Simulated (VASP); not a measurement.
Set up this calculation in VASP 6.6.1, as the native input.

```yaml
Task: single point
Functional: r2SCAN
Potentials_or_basis: VASP PAW PBE potentials, release 64 (As, In_d, Sb)
Cutoff: 520 eV
k_mesh: 6 × 6 × 6
Occupations: fermi-dirac, width 0.02 eV
Spin: no spin polarisation
Dipole_correction: no
Further_INCAR_settings: ALGO = Normal; EDIFF = 1e-07; NBANDS = 36
```

Crystal: In3SbAs2.

```
CELL_PARAMETERS angstrom
-2.25716 6.77084 3.18729
2.25716 -6.77084 3.18729
2.25716 6.77084 -3.18729
ATOMIC_POSITIONS crystal
As 0.33245 0.00072 0.33173
As 0.66899 0.00072 0.66827
In 0.56452 0.73927 0.82525
In 0.91402 0.73927 0.17475
In 0.27207 0.77207 0.50000
Sb 0.99795 0.99795 0.00000
```

The input as run:

POSCAR

```
In3SbAs2
1.0
   -2.2571606086      6.7708407526      3.1872916067
    2.2571606086     -6.7708407526      3.1872916067
    2.2571606086      6.7708407526     -3.1872916067
As In Sb
2 3 1
Direct
    0.3324506013      0.0007186254      0.3317319759
    0.6689866495      0.0007186254      0.6682680241
    0.5645207638      0.7392722332      0.8252485307
    0.9140237025      0.7392722332      0.1747514693
    0.2720702195      0.7720702195      0.5000000000
   -0.0020519367     -0.0020519367      0.0000000000
```

INCAR.step1

```
PREC = Accurate
ENCUT = 520
ISMEAR = -1
SIGMA = 0.02
LREAL = F
LASPH = T
NELM = 100
NBANDS = 36
GGA = PE
ALGO = Normal
EDIFF = 1E-4
LWAVE = T
LCHARG = F
```

INCAR.step2

```
PREC = Accurate
ENCUT = 520
EDIFF = 1E-7
ISMEAR = -1
SIGMA = 0.02
LREAL = F
LASPH = T
NELM = 100
ALGO = Normal
ISIF = 2
LWAVE = F
LCHARG = F
METAGGA = R2SCAN
LMIXTAU = T
NBANDS = 36
ISTART = 1
```

KPOINTS

```
regular mesh
0
Gamma
  6 6 6
```

Potentials or basis: VASP PAW PBE potentials, release 64 (As, In_d, Sb).

The run is started by

```bash
$ cat potpaw_PBE.64/As/POTCAR potpaw_PBE.64/In_d/POTCAR potpaw_PBE.64/Sb/POTCAR > POTCAR
$ cp INCAR.step1 INCAR
$ mpirun -np 1 vasp_std > vasp.out
$ cp INCAR.step2 INCAR
$ mpirun -np 1 vasp_std > vasp.out
```

Results of the run:

The pressure is -2.7 GPa. The largest force is 0.043 eV/Å and the band gap on the k mesh is 0.03 eV (least direct gap 0.12 eV).

Caveat: the PAW data sets were made with another functional, which shifts forces and pressure a little; spin-orbit coupling is left out, which moves the levels of the heavy elements.

Wall time 29 min on 1 thread of Intel(R) Xeon(R) Platinum 8488C (Sapphire Rapids), with other jobs on the host, peak memory 0.74 GiB.
